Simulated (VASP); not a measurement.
# Si4O (I4/mmm) in VASP: notebook

Runs on Si4O. Level: PBE. Tasks: single point.

All numbers are computed with VASP 6.6.1; they aren't measurements. Logs are shortened: lines on timing, memory, paths and dates and some standing lists are left out, and cuts for length are marked.

## Step 1: The cell of the first run

The structure is tetragonal, space group I4/mmm (No. 139). The conventional cell has a = 4.150 Å, b = 4.150 Å, c = 7.604 Å, α = 90.00°, β = 90.00°, γ = 90.00°. Within 2.5 Å of Si (site symmetry 4mm) lie 1 O at 1.92 Å. Si (site symmetry mmm) has 2 O at 2.08 Å and 12 Si at 2.80 to 2.93 Å within 3.0 Å. Within 2.5 Å of O (site symmetry 4/mmm) lie 6 Si at 1.92 to 2.08 Å.

The cell was built from a structure type or drawn by symmetry, and may not be a known phase.

## Step 2: Single point, PBE, collinear spin, ferromagnetic start

File INCAR:

```
PREC     = Accurate       # precision mode
ENCUT    = 520            # plane-wave cutoff, eV
EDIFF    = 1E-6           # SCF threshold, eV
ISMEAR   = 0              # smearing method
SIGMA    = 0.1            # smearing width, eV
LREAL    = F              # projectors in reciprocal space
LASPH    = T              # aspherical terms in the spheres
NELM     = 150            # most SCF steps
ALGO     = Normal         # electronic algorithm
ISIF     = 2              # what is computed and relaxed
LWAVE    = F              # write WAVECAR
LCHARG   = F              # write CHGCAR
ISPIN    = 2              # spin polarisation
MAGMOM   = 0 0 0 0 1      # initial moments
LORBIT   = 11             # projections on sites
GGA      = PE             # functional
NBANDS   = 23             # bands
```

File KPOINTS:

```
regular mesh
0
Gamma
  6 6 6
```

File POSCAR:

```
Si4O
1.0
   -2.0752151300      2.0752151300      3.8019579500
    2.0752151300     -2.0752151300      3.8019579500
    2.0752151300      2.0752151300     -3.8019579500
Si O
4 1
Direct
    0.7481527900      0.7481527900      0.0000000000
    0.5000000000      0.0000000000      0.5000000000
    0.0000000000      0.5000000000      0.5000000000
    0.2518472100      0.2518472100      0.0000000000
    0.0000000000      0.0000000000      0.0000000000
```

Potentials or basis: VASP PAW PBE potentials, release 64 (Si, O).

Command:

```bash
cat potpaw_PBE.64/Si/POTCAR potpaw_PBE.64/O/POTCAR > POTCAR
mpirun -np 1 vasp_std > vasp.out
```

OUTCAR:

```text
PREC = Accurate
   ENCUT = 520
   EDIFF = 1E-6
   ISMEAR = 0
   LREAL = F
   LASPH = T
   NELM = 150
   ISIF = 2
   ISPIN = 2
   LORBIT = 11
   GGA = PE

 ion  position               nearest neighbor table
   1  0.748  0.748  0.000-   5 1.92   3 2.80   2 2.80   2 2.80   3 2.80   3 2.82   2 2.82   2 2.82
                             3 2.82   4 2.93   4 2.93   4 2.93   4 2.93
   2  0.500  0.000  0.500-   5 2.08   5 2.08   1 2.80   4 2.80   4 2.80   1 2.80   1 2.82   4 2.82
                             4 2.82   1 2.82   3 2.93   3 2.93   3 2.93   3 2.93
   3  0.000  0.500  0.500-   5 2.08   5 2.08   1 2.80   4 2.80   1 2.80   4 2.80   4 2.82   1 2.82
                             4 2.82   1 2.82   2 2.93   2 2.93   2 2.93   2 2.93
   4  0.252  0.252  0.000-   5 1.92   2 2.80   3 2.80   2 2.80   3 2.80   3 2.82   2 2.82   3 2.82
                             2 2.82   1 2.93   1 2.93   1 2.93   1 2.93
   5  0.000  0.000  0.000-   1 1.92   4 1.92   3 2.08   2 2.08   3 2.08   2 2.08

  LATTYP: Found a body centered tetragonal cell.
 ALAT       =     4.1504302600
 C/A-ratio  =     1.8320789469

  Lattice vectors:

 A1 = (  -2.0752151300,   2.0752151300,   3.8019579500)
 A2 = (   2.0752151300,  -2.0752151300,   3.8019579500)
 A3 = (   2.0752151300,   2.0752151300,  -3.8019579500)

Analysis of symmetry for initial positions (statically):
=====================================================================
 Subroutine PRICEL returns:
 Original cell was already a primitive cell.

 Routine SETGRP: Setting up the symmetry group for a
 body centered tetragonal supercell.

 Subroutine GETGRP returns: Found 16 space group operations
 (whereof 16 operations were pure point group operations)
 out of a pool of 16 trial point group operations.

The static configuration has the point symmetry D_4h.

Analysis of symmetry for dynamics (positions and initial velocities):
=====================================================================
 Subroutine PRICEL returns:
 Original cell was already a primitive cell.

 Routine SETGRP: Setting up the symmetry group for a
 body centered tetragonal supercell.

 Subroutine GETGRP returns: Found 16 space group operations
 (whereof 16 operations were pure point group operations)
 out of a pool of 16 trial point group operations.

The dynamic configuration has the point symmetry D_4h.

Analysis of structural, dynamic, and magnetic symmetry:
=====================================================================
 Subroutine PRICEL returns:
 Original cell was already a primitive cell.

 Routine SETGRP: Setting up the symmetry group for a
 body centered tetragonal supercell.

 Subroutine GETGRP returns: Found 16 space group operations
 (whereof 16 operations were pure point group operations)
 out of a pool of 16 trial point group operations.

The overall configuration has the point symmetry D_4h.

 Subroutine INISYM returns: Found 16 space group operations
 (whereof 16 operations are pure point group operations),
 and found     1 'primitive' translations

----------------------------------------------------------------------------------------

                                     Primitive cell

  volume of cell :      65.4928

  direct lattice vectors                    reciprocal lattice vectors
    -2.075215130  2.075215130  3.801957950     0.000000000  0.240938876  0.131511186
     2.075215130 -2.075215130  3.801957950     0.240938876  0.000000000  0.131511186
     2.075215130  2.075215130 -3.801957950     0.240938876  0.240938876  0.000000000

  length of vectors
     4.802907445  4.802907445  4.802907445     0.274493595  0.274493595  0.340739026

  position of ions in fractional coordinates (direct lattice)
     0.748152790  0.748152790  0.000000000
     0.500000000  0.000000000  0.500000000
     0.000000000  0.500000000  0.500000000
     0.251847210  0.251847210  0.000000000
     0.000000000  0.000000000  0.000000000

  ion indices of the primitive-cell ions
   primitive index   ion index
                 1           1
                 2           2
                 3           3
                 4           4
                 5           5

----------------------------------------------------------------------------------------

 KPOINTS: regular mesh

Automatic generation of k-mesh.
 Grid dimensions read from file:
[... 47 lines left out ...]
   k-points           NKPTS =     30   k-points in BZ     NKDIM =     30   number of bands    NBANDS=     23
   number of dos      NEDOS =    301   number of ions     NIONS =      5
   total plane-waves  NPLWV =  46656
   dimension x,y,z NGX =    36 NGY =   36 NGZ =   36
   dimension x,y,z NGXF=    72 NGYF=   72 NGZF=   72
   ions per type =               4   1
   NGX,Y,Z   is equivalent  to a cutoff of  12.46, 12.46, 12.46 a.u.
   NGXF,Y,Z  is equivalent  to a cutoff of  24.92, 24.92, 24.92 a.u.
 SYSTEM =  unknown system
   PREC   = accura    normal or accurate (medium, high low for compatibility)
   ISTART =      0    job   : 0-new  1-cont  2-samecut
   ICHARG =      2    charge: 1-file 2-atom 10-const
   ISPIN  =      2    spin polarized calculation?
   LNONCOLLINEAR =      F non collinear calculations
   LSORBIT =      F    spin-orbit coupling
   LASPH  =      T    aspherical Exc in radial PAW
   ENCUT  =  520.0 eV  38.22 Ry    6.18 a.u.   8.93  8.93  8.93*2*pi/ulx,y,z
   NELM   =    150;   NELMIN=  2; NELMDL= -5     # of ELM steps
   EDIFF  = 0.1E-05   stopping-criterion for ELM
   LREAL  =      F    real-space projection
   EDIFFG = 0.1E-04   stopping-criterion for IOM
   NSW    =      0    number of steps for IOM
   IBRION =     -1    ionic relax: 0-MD 1-quasi-New 2-CG
   NFREE  =      0    steps in history (QN), initial steepest desc. (CG)
   ISIF   =      2    stress and relaxation
   ISYM   =      2    0-nonsym 1-usesym 2-fastsym
   POTIM  = 0.5000    time-step for ionic-motion
   TEBEG  =    0.0;   TEEND  =   0.0 temperature during run
   PSTRESS=    0.0 pullay stress
   NELECT =      22.0000    total number of electrons
   NUPDOWN=      -1.0000    fix difference up-down
   EMIN   =  10.00;   EMAX   =-10.00  energy-range for DOS
   EFERMI =   0.00;   METHOD = LEGACY
   ISMEAR =     0;   SIGMA  =   0.10  broadening in eV -4-tet -1-fermi 0-gaus
   EFERMI_NEDOS =   21; number of points for ismear=-14 and -15
   IALGO  =     38    algorithm
   IMIX   =      4    mixing-type and parameters
     AMIX     =   0.40;   BMIX     =  1.00
     AMIX_MAG =   1.60;   BMIX_MAG =  1.00
  volume/ion in A,a.u.               =      13.10        88.39
  Fermi-wavevector in a.u.,A,eV,Ry     =   1.138023  2.150552 17.620869  1.295097
  Thomas-Fermi vector in A             =   2.274728
   LORBIT       =     11    0 simple, 1 ext, 2 COOP (PROOUT), +10 PAW based schemes
   GGA     = PE    functional components
   LHFCALC =     F    Hartree Fock is set to
   AEXX    =    0.0000 exact exchange contribution
   IVDW    =     0    specifies the selected vdW correction
   LEPSILON=     F    determine dielectric tensor
   LRPA    =     F    only Hartree local field effects (RPA)
 spin polarized calculation
 Gauss-broadening in eV      SIGMA  =   0.10
  energy-cutoff  :      520.00
  volume of cell :       65.49
 maximum number of plane-waves:      1778
   NGX = 17   NGY = 17   NGZ = 17

 number of electron      22.0000002 magnetization      -0.0008349

 number of electron      22.0000002 magnetization       0.0001234

 Free energy of the ion-electron system (eV)
  ---------------------------------------------------
  ext. energy  EPLUGINS =         0.00000000
  ---------------------------------------------------
  free energy    TOTEN  =       -24.33273796 eV

  energy without entropy =      -24.32032120  energy(sigma->0) =      -24.32652958

 E-fermi :   9.9341     XC(G=0): -11.2376

 val. band max:        9.9160662322   @ k =  -0.1667   0.3333   0.1667
 cond. band min:       9.9645869379   @ k =  -0.1667  -0.1667   0.1667
 fundamental gap:      0.0485207057
 Fermi energy:         9.9341179305

 spin component 1

 k-point     1 :       0.0000    0.0000    0.0000
  band No.  band energies     occupation
      1     -13.0546      1.00000
      2      -1.8685      1.00000
      3      -0.5246      1.00000
      4       0.6235      1.00000
      5       0.6235      1.00000
      6       5.6088      1.00000
[... 613 lines left out ...]
     22      18.8730      0.00000
     23      19.5807      0.00000

 [... further k-points ...]

 spin component 2

 k-point     1 :       0.0000    0.0000    0.0000
  band No.  band energies     occupation
      1     -13.0545      1.00000
      2      -1.8685      1.00000
      3      -0.5246      1.00000
      4       0.6236      1.00000
      5       0.6236      1.00000
      6       5.6087      1.00000
[... 613 lines left out ...]
     22      18.8730      0.00000
     23      19.5806      0.00000

 [... further k-points ...]

------------------------ aborting loop because EDIFF is reached ----------------------------------------

  FORCE on cell =-STRESS in cart. coord.  units (eV):
  Direction    XX          YY          ZZ          XY          YZ          ZX
  --------------------------------------------------------------------------------------
  -------------------------------------------------------------------------------------
  Total        2.7043331      2.7043331      7.2679722      0.0000000     -0.0000000      0.0000000
  in kB       66.1572160     66.1572160    177.7993980      0.0000000     -0.0000000      0.0000000
  external PRESSURE =     103.3712767 kB  Pullay stress =       0.0000000 kB

 VOLUME and BASIS-vectors are now :
 -----------------------------------------------------------------------------
  energy-cutoff  :      520.00
  volume of cell :       65.49
      direct lattice vectors                 reciprocal lattice vectors
    -2.075215130  2.075215130  3.801957950     0.000000000  0.240938876  0.131511186
     2.075215130 -2.075215130  3.801957950     0.240938876  0.000000000  0.131511186
     2.075215130  2.075215130 -3.801957950     0.240938876  0.240938876  0.000000000

 POSITION                                       TOTAL-FORCE (eV/Angst)
 -----------------------------------------------------------------------------------
      0.00000      0.00000      5.68889         0.000000      0.000000     -3.020659
      0.00000      2.07522      0.00000        -0.000000     -0.000000      0.000000
      2.07522      0.00000      0.00000        -0.000000     -0.000000     -0.000000
      0.00000      0.00000      1.91503         0.000000      0.000000      3.020659
      0.00000      0.00000      0.00000        -0.000000     -0.000000     -0.000000
 -----------------------------------------------------------------------------------
    total drift:                                0.000000     -0.000000     -0.000000

  FREE ENERGIE OF THE ION-ELECTRON SYSTEM (eV)
  ---------------------------------------------------
  free  energy   TOTEN  =       -24.3327379588 eV

  energy  without entropy=      -24.3203212006  energy(sigma->0) =      -24.32652958

 total charge

# of ion       s       p       d       tot
------------------------------------------
    1        0.846   0.649   0.000   1.495
    2        0.889   0.645   0.000   1.534
    3        0.889   0.645   0.000   1.534
    4        0.846   0.649   0.000   1.495
    5        1.617   3.488   0.000   5.105
--------------------------------------------------
tot          5.087   6.077   0.000  11.163

 magnetization (x)

# of ion       s       p       d       tot
------------------------------------------
    1        0.000   0.000   0.000   0.000
    2       -0.000  -0.000   0.000  -0.000
    3       -0.000  -0.000   0.000  -0.000
    4        0.000   0.000   0.000   0.000
    5       -0.000  -0.000   0.000  -0.000
--------------------------------------------------
tot         -0.000  -0.000   0.000  -0.000
```

Run time: 38 s. Hardware: 1 thread of Intel Xeon 6975P-C (Granite Rapids), shared host; peak memory 0.26 GiB.

What came out:

```yaml
Free_energy: -24.3327 eV
Pressure: 10.3 GPa
Largest_force: 3.021 eV/Å
Band_gap_on_the_k_mesh: zero (filled and empty bands overlap)
Net_moment: 0.00 μB per cell
Valence_electrons_inside_the_program's_atomic_spheres: Si 1.50, 1.53 (each value once); O 5.11
```

Forces in eV/Å, atoms in the order of the input:
```
Si   0.000  0.000 -3.021
Si   0.000  0.000  0.000
Si   0.000  0.000  0.000
Si   0.000  0.000  3.021
O    0.000  0.000  0.000
```

Caveat: the cell stands under pressure; forces of over 1 eV/Å act on the atoms, so gaps and moduli don't describe the material at rest.

## Step 3: Single point, PBE, collinear spin, ferromagnetic start

This run uses another cell than the first one, of 15.05 Å³/atom.

File INCAR:

```
SYSTEM = Si4O
  ALGO = Normal
  EDIFF = 1E-7
  ENCUT = 520
  GGA = PE
  ISIF = 2
  ISMEAR = 0
  ISPIN = 2
  LASPH = .TRUE.
  LCHARG = .FALSE.
  LORBIT = 11
  LREAL = .FALSE.
  LWAVE = .FALSE.
  MAGMOM = 0 0 0 0 1
  NBANDS = 23
  NELM = 150
  PREC = Accurate
  SIGMA = 0.1
```

File KPOINTS:

```
k-points
0
G
  6 6 6
  0 0 0
```

File POSCAR:

```
Si4O
1.0
   -1.9979617547      1.9979617547      4.7139500686
    1.9979617547     -1.9979617547      4.7139500686
    1.9979617547      1.9979617547     -4.7139500686
Si O
4 1
Direct
    0.6580982564      0.6580982564      0.0000000000
    0.5000000000      0.0000000000      0.5000000000
    0.0000000000      0.5000000000      0.5000000000
    0.3419017436      0.3419017436      0.0000000000
    0.0000000000      0.0000000000      0.0000000000
```

Potentials or basis: VASP PAW PBE potentials, release 64 (Si, O).

Command:

```bash
cat potpaw_PBE.64/Si/POTCAR potpaw_PBE.64/O/POTCAR > POTCAR
mpirun -np 1 vasp_std > vasp.out
```

It took 86 s on 1 thread of Intel Xeon 6975P-C (Granite Rapids), shared host; peak memory 0.33 GiB.

Results (log left out):

```yaml
Free_energy: -26.5893 eV
Pressure: 0.0 GPa
Largest_force: 0.016 eV/Å
Band_gap_on_the_k_mesh: zero (filled and empty bands overlap)
Net_moment: 0.00 μB per cell
Valence_electrons_inside_the_program's_atomic_spheres: Si 1.60, 1.52 (each value once); O 5.04
```

Forces on the atoms (eV/Å):
```
Si   0.000  0.000  0.016
Si   0.000  0.000  0.000
Si   0.000  0.000  0.000
Si   0.000  0.000 -0.016
O    0.000  0.000  0.000
```

Stress tensor (GPa, compression positive):
```
 0.09  0.00  0.00
 0.00  0.09  0.00
 0.00  0.00 -0.12
```

Levels at points of the mesh, in eV from the Fermi level:
Spin up:
| k point | band 8 | band 9 | band 10 | band 11 | band 12 | band 13 | band 14 | band 15 |
| --- | --- | --- | --- | --- | --- | --- | --- | --- |
| (0.00, 0.00, 0.00) | -3.57 | -1.40 | -1.40 | -0.63 | -0.63 | 0.41 | 2.20 | 2.25 |
| (0.50, 0.00, 0.00) | -3.28 | -2.38 | -0.38 | 0.19 | 0.53 | 0.91 | 2.73 | 4.41 |
| (0.50, 0.50, 0.00) | -2.99 | -2.39 | -2.23 | -2.13 | 1.84 | 1.85 | 2.12 | 5.85 |
| (0.50, 0.50, 0.50) | -1.88 | -1.88 | -0.41 | 0.81 | 1.59 | 1.59 | 1.78 | 2.42 |
Spin down:
| k point | band 8 | band 9 | band 10 | band 11 | band 12 | band 13 | band 14 | band 15 |
| --- | --- | --- | --- | --- | --- | --- | --- | --- |
| (0.00, 0.00, 0.00) | -3.57 | -1.40 | -1.40 | -0.63 | -0.63 | 0.41 | 2.20 | 2.25 |
| (0.50, 0.00, 0.00) | -3.28 | -2.38 | -0.38 | 0.19 | 0.53 | 0.91 | 2.73 | 4.41 |
| (0.50, 0.50, 0.00) | -2.99 | -2.39 | -2.23 | -2.13 | 1.84 | 1.85 | 2.12 | 5.85 |
| (0.50, 0.50, 0.50) | -1.88 | -1.88 | -0.41 | 0.81 | 1.59 | 1.59 | 1.78 | 2.42 |
